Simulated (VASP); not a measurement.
# SnO2 (Pnnm) in VASP: a series of runs

SnO2 is run at these levels: PBEsol+D4; tasks: single point.

Everything below comes from runs of VASP 6.6.1. Logs are shortened: lines on timing, memory, paths and dates and some standing lists are left out, and cuts for length are marked.

### Step 1. The cell of the first run

Symmetry: Pnnm, No. 58, orthorhombic system. The conventional cell has a = 4.868 Å, b = 4.948 Å, c = 3.136 Å, α = 90.00°, β = 90.00°, γ = 90.00°. Sn (site symmetry 2/m) has 6 O at 2.07 to 2.13 Å within 2.7 Å. O (site symmetry m) has 3 Sn at 2.07 to 2.13 Å and 1 O at 2.69 Å within 2.7 Å.

### Step 2. Single point, PBEsol+D4

Contents of INCAR:

```
  PREC = Accurate
  ENCUT = 520
  EDIFF = 1E-7
  ISMEAR = 0
  SIGMA = 0.02
  LREAL = F
  LASPH = T
  NELM = 100
  ALGO = Normal
  ISIF = 2
  LWAVE = F
  LCHARG = F
  GGA = PS
  IVDW = 13
  NBANDS = 35
```

Contents of KPOINTS:

```
regular mesh
0
Gamma
  4 4 6
```

Contents of POSCAR:

```
SnO2
1.0
    4.8678040667      0.0000000000      0.0000000000
    0.0000000000      4.9476917000      0.0000000000
    0.0000000000      0.0000000000      3.1355100242
Sn O
2 4
Direct
    0.5000000000      0.5000000000      0.5000000000
    0.0000000000      0.0000000000      0.0000000000
    0.2918550000      0.3210420000      0.0000000000
    0.7918550000      0.1789580000      0.5000000000
    0.2081450000      0.8210420000      0.5000000000
    0.7081450000      0.6789580000      0.0000000000
```

Potentials or basis: VASP PAW PBE potentials, release 64 (Sn_d, O).

Started as:

```
> cat potpaw_PBE.64/Sn_d/POTCAR potpaw_PBE.64/O/POTCAR > POTCAR
> mpirun -np 1 vasp_std > vasp.out
```

OUTCAR:

```text
PREC = Accurate
   ENCUT = 520
   EDIFF = 1E-7
   ISMEAR = 0
   LREAL = F
   LASPH = T
   NELM = 100
   ISIF = 2
   GGA = PS
   IVDW = 13

 ion  position               nearest neighbor table
   1  0.500  0.500  0.500-   3 2.07   6 2.07   3 2.07   6 2.07   5 2.13   4 2.13
   2  0.000  0.000  0.000-   4 2.07   5 2.07   4 2.07   5 2.07   3 2.13   6 2.13
   3  0.292  0.321  0.000-   1 2.07   1 2.07   2 2.13
   4  0.792  0.179  0.500-   2 2.07   2 2.07   1 2.13
   5  0.208  0.821  0.500-   2 2.07   2 2.07   1 2.13
   6  0.708  0.679  0.000-   1 2.07   1 2.07   2 2.13

  LATTYP: Found a simple orthorhombic cell.
 ALAT       =     3.1355100242
 B/A-ratio  =     1.5524760020
 C/A-ratio  =     1.5779543557

  Lattice vectors:

 A1 = (   0.0000000000,   0.0000000000,   3.1355100242)
 A2 = (   4.8678040667,   0.0000000000,   0.0000000000)
 A3 = (   0.0000000000,   4.9476917000,   0.0000000000)

Analysis of symmetry for initial positions (statically):
=====================================================================
 Subroutine PRICEL returns:
 Original cell was already a primitive cell.

 Routine SETGRP: Setting up the symmetry group for a
 simple orthorhombic supercell.

 Subroutine GETGRP returns: Found  8 space group operations
 (whereof  4 operations were pure point group operations)
 out of a pool of  8 trial point group operations.

The static configuration has the point symmetry C_2h.
 The point group associated with its full space group is D_2h.

Analysis of symmetry for dynamics (positions and initial velocities):
=====================================================================
 Subroutine PRICEL returns:
 Original cell was already a primitive cell.

 Routine SETGRP: Setting up the symmetry group for a
 simple orthorhombic supercell.

 Subroutine GETGRP returns: Found  8 space group operations
 (whereof  4 operations were pure point group operations)
 out of a pool of  8 trial point group operations.

The dynamic configuration has the point symmetry C_2h.
 The point group associated with its full space group is D_2h.

 Subroutine INISYM returns: Found  8 space group operations
 (whereof  4 operations are pure point group operations),
 and found     1 'primitive' translations

----------------------------------------------------------------------------------------

                                     Primitive cell

  volume of cell :      75.5169

  direct lattice vectors                    reciprocal lattice vectors
     4.867804067  0.000000000  0.000000000     0.205431440  0.000000000  0.000000000
[... 100 lines left out ...]
   ISIF   =      2    stress and relaxation
   ISYM   =      2    0-nonsym 1-usesym 2-fastsym
   POTIM  = 0.5000    time-step for ionic-motion
   TEBEG  =    0.0;   TEEND  =   0.0 temperature during run
   PSTRESS=    0.0 pullay stress
   NELECT =      52.0000    total number of electrons
   NUPDOWN=      -1.0000    fix difference up-down
   EMIN   =  10.00;   EMAX   =-10.00  energy-range for DOS
   EFERMI =   0.00;   METHOD = LEGACY
   ISMEAR =     0;   SIGMA  =   0.02  broadening in eV -4-tet -1-fermi 0-gaus
   EFERMI_NEDOS =   21; number of points for ismear=-14 and -15
   IALGO  =     38    algorithm
   IMIX   =      4    mixing-type and parameters
     AMIX     =   0.40;   BMIX     =  1.00
     AMIX_MAG =   1.60;   BMIX_MAG =  1.00
  volume/ion in A,a.u.               =      12.59        84.94
  Fermi-wavevector in a.u.,A,eV,Ry     =   1.445644  2.731871 28.434627  2.089886
  Thomas-Fermi vector in A             =   2.563802
   LORBIT       =      0    0 simple, 1 ext, 2 COOP (PROOUT), +10 PAW based schemes
   GGA     = PS    functional components
   LHFCALC =     F    Hartree Fock is set to
   AEXX    =    0.0000 exact exchange contribution
   IVDW    =    13    specifies the selected vdW correction
   LEPSILON=     F    determine dielectric tensor
   LRPA    =     F    only Hartree local field effects (RPA)
 non-spin polarized calculation
 Gauss-broadening in eV      SIGMA  =   0.02
  energy-cutoff  :      520.00
  volume of cell :       75.52
 maximum number of plane-waves:      2056
   NGX = 19   NGY = 19   NGZ = 11

 number of electron      51.9999999 magnetization

 Free energy of the ion-electron system (eV)
  ---------------------------------------------------
  ext. energy  EPLUGINS =         0.00000000
  ---------------------------------------------------
  free energy    TOTEN  =       -39.55328371 eV

  energy without entropy =      -39.55328371  energy(sigma->0) =      -39.55328371

 E-fermi :   5.4175     XC(G=0): -11.2291

 val. band max:        5.2863133624   @ k =   0.0000   0.0000   0.0000
 cond. band min:       6.1616316992   @ k =   0.0000   0.0000   0.0000
 fundamental gap:      0.8753183367
 Fermi energy:         5.4174893031

 k-point     1 :       0.0000    0.0000    0.0000
  band No.  band energies     occupation
      1     -15.6135      2.00000
      2     -15.0216      2.00000
      3     -14.7027      2.00000
      4     -14.6708      2.00000
      5     -14.6678      2.00000
      6     -14.5725      2.00000
[... 901 lines left out ...]
     34      16.2925      0.00000
     35      17.6453      0.00000

 [... further k-points ...]

------------------------ aborting loop because EDIFF is reached ----------------------------------------

  DFT-D4 for vdW energy calculation

  Edisp (eV):   -0.87626

  FORCE on cell =-STRESS in cart. coord.  units (eV):
  Direction    XX          YY          ZZ          XY          YZ          ZX
  --------------------------------------------------------------------------------------
  -------------------------------------------------------------------------------------
  Total      -4.00910    -4.05656     0.39612     0.00000     0.00000     0.00000
  in kB     -85.05774   -86.06470     8.40418     0.00000     0.00000     0.00000
  external pressure =      -54.24 kB  Pullay stress =        0.00 kB

 VOLUME and BASIS-vectors are now :
 -----------------------------------------------------------------------------
  energy-cutoff  :      520.00
  volume of cell :       75.52
      direct lattice vectors                 reciprocal lattice vectors
     4.867804067  0.000000000  0.000000000     0.205431440  0.000000000  0.000000000
     0.000000000  4.947691700  0.000000000     0.000000000  0.202114453  0.000000000
     0.000000000  0.000000000  3.135510024     0.000000000  0.000000000  0.318927381

 POSITION                                       TOTAL-FORCE (eV/Angst)
 -----------------------------------------------------------------------------------
      2.43390      2.47385      1.56776        -0.000000     -0.000000      0.000000
      0.00000      0.00000      0.00000        -0.000000     -0.000000      0.000000
      1.42069      1.58842      0.00000         0.051650     -0.064175     -0.000000
      3.85459      0.88543      1.56776         0.051650      0.064175     -0.000000
      1.01321      4.06226      1.56776        -0.051650     -0.064175      0.000000
      3.44711      3.35927      0.00000        -0.051650      0.064175      0.000000
 -----------------------------------------------------------------------------------
    total drift:                                0.000000      0.000000      0.000000

  FREE ENERGIE OF THE ION-ELECTRON SYSTEM (eV)
  ---------------------------------------------------
  free  energy   TOTEN  =       -40.4295418380 eV

  energy  without entropy=      -40.4295418380  energy(sigma->0) =      -40.42954184
```

stdout:

```text
POSCAR found type information on POSCAR SnO
 POSCAR found :  2 types and       6 ions
 scaLAPACK will be used
 -----------------------------------------------------------------------------
|                                                                             |
|                                                                             |
|     You enforced a specific xc type in the INCAR file but a different       |
|     I HOPE YOU KNOW WHAT YOU ARE DOING!                                     |
|                                                                             |
 -----------------------------------------------------------------------------

 LDA part: xc-table for (Slater+PW92), standard interpolation
 POSCAR, INCAR and KPOINTS ok, starting setup
 FFT: planning ... GRIDC
 FFT: planning ... GRID_SOFT
 FFT: planning ... GRID
 WAVECAR not read
 entering main loop
```

Run time: 53 s. Hardware: 1 thread of AMD EPYC 9R45 (Zen 5), shared host; peak memory 0.18 GiB.

What came out:

```
Free energy                : -40.4295 eV
Pressure                   : -5.4 GPa
Largest force              : 0.082 eV/Å
Band gap on the k mesh     : 0.88 eV
Dispersion energy per atom : -0.146 eV
```

Forces on the atoms (eV/Å):
```
Sn   0.000  0.000  0.000
Sn   0.000  0.000  0.000
O    0.052 -0.064  0.000
O    0.052  0.064  0.000
O   -0.052 -0.064  0.000
O   -0.052  0.064  0.000
```

Stress tensor (GPa, compression positive):
```
-8.51  0.00  0.00
 0.00 -8.61  0.00
 0.00  0.00  0.84
```

Levels at points of the mesh, in eV from the valence-band top:
```csv
k point,band 23,band 24,band 25,band 26,band 27,band 28,band 29,band 30
"(0.00, 0.00, 0.00)",-1.04,-0.72,-0.69,0.00,0.88,6.04,6.20,6.40
"(0.50, 0.00, 0.00)",-1.03,-1.03,-0.49,-0.49,3.82,3.82,6.86,6.86
"(0.00, 0.50, 0.00)",-1.02,-1.02,-0.66,-0.66,3.98,3.98,7.32,7.32
"(0.50, 0.50, 0.00)",-1.12,-1.12,-0.84,-0.84,4.41,4.41,7.30,7.30
"(0.00, 0.00, 0.50)",-1.45,-1.45,-1.08,-1.08,5.61,5.61,9.08,9.08
"(0.50, 0.00, 0.50)",-0.89,-0.89,-0.82,-0.82,5.87,5.87,7.35,7.35
"(0.00, 0.50, 0.50)",-1.08,-1.08,-0.71,-0.71,5.76,5.76,7.14,7.14
"(0.50, 0.50, 0.50)",-0.90,-0.90,-0.74,-0.74,4.29,4.29,8.46,8.46
```

Caveat: the cell stands under tension; the PAW data sets were made with another functional, which shifts forces and pressure a little; spin-orbit coupling is left out, which moves the levels of the heavy elements.

(Continued in part 2 of 2.)
